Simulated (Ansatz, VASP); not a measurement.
In2O3: VASP beside Ansatz

Contents of INCAR:

```
PREC = Accurate
ENCUT = 600
EDIFF = 1E-7
ISMEAR = 0
SIGMA = 0.1
LREAL = False
LASPH = True
NELM = 120
ALGO = Normal
ISIF = 3
LWAVE = False
LCHARG = False
GGA = PE
IBRION = 2
NSW = 90
EDIFFG = -0.04
GGA_COMPAT = False
NELMIN = 4
```

KPOINTS

```
regular mesh
0
Gamma
  6 6 6
```

Contents of POSCAR:

```
In2O3
1.0
    2.7434999600      1.5839604400      4.8366665800
   -2.7434999600      1.5839604400      4.8366665800
    0.0000000000     -3.1679208900      4.8366665800
In O
4 6
Direct
    0.3573100000      0.3573100000      0.3573100000
    0.1426900000      0.1426900000      0.1426900000
    0.6426900000      0.6426900000      0.6426900000
    0.8573100000      0.8573100000      0.8573100000
    0.5479999800      0.9520000200      0.2500000000
    0.2500000000      0.5479999800      0.9520000200
    0.9520000200      0.2500000000      0.5479999800
    0.4520000200      0.0479999800      0.7500000000
    0.7500000000      0.4520000200      0.0479999800
    0.0479999800      0.7500000000      0.4520000200
```

Input for Ansatz:

```yaml
crystal:
  lattice:
    - [2.74349996, 1.58396044, 4.83666658]
    - [-2.74349996, 1.58396044, 4.83666658]
    - [0.0, -3.16792089, 4.83666658]
  atoms:
    - { symbol: In, position: [0.35731, 0.35731, 0.35731] }
    - { symbol: In, position: [0.14269, 0.14269, 0.14269] }
    - { symbol: In, position: [0.64269, 0.64269, 0.64269] }
    - { symbol: In, position: [0.85731, 0.85731, 0.85731] }
    - { symbol: O, position: [0.54799998, 0.95200002, 0.25] }
    - { symbol: O, position: [0.25, 0.54799998, 0.95200002] }
    - { symbol: O, position: [0.95200002, 0.25, 0.54799998] }
    - { symbol: O, position: [0.45200002, 0.04799998, 0.75] }
    - { symbol: O, position: [0.75, 0.45200002, 0.04799998] }
    - { symbol: O, position: [0.04799998, 0.75, 0.45200002] }
basis:
  ecutwfc: 420
kpoints:
  mp_grid: { grid: [6, 6, 6] }
hamiltonian:
  xc: pbe
scf:
  occupations: { method: gaussian, width: 0.1 }
  lower_state_search: "off"
output:
  forces: true
  stress: true
  eigenvalues: true
relax:
  adjacent_minimum: "off"
  f_tol: 0.04
  max_steps: 70
  cell: { stress_tol: 0.4 }
```

Alike in both runs: task relaxation of cell and atoms; functional PBE; k mesh 6 × 6 × 6; occupations gaussian, width 0.1 eV; no spin polarisation.

|  | VASP | Ansatz |
| --- | --- | --- |
| version | VASP 6.6.1 | Ansatz 0.2.0 |
| potentials or method | VASP PAW PBE potentials, release 64 (In_d, O), cutoff 600 eV | scalar-relativistic, plane waves, PAW |
| valence electrons in the cell | 88 | 88 |

Ansatz gave:

| Item | Value |
| --- | --- |
| gap on the k mesh at the Fermi level, each at its own relaxed structure (eV) | 0.98 |
| relaxed volume (Å³/atom) | 13.21 |
| relaxed cell length with the largest relative difference (Å) | 5.870 |

Task: Which values does VASP return?

Result: gap on the k mesh at the Fermi level, each at its own relaxed structure (eV): 0.95; relaxed volume (Å³/atom): 13.26; relaxed cell length with the largest relative difference (Å): 5.875.
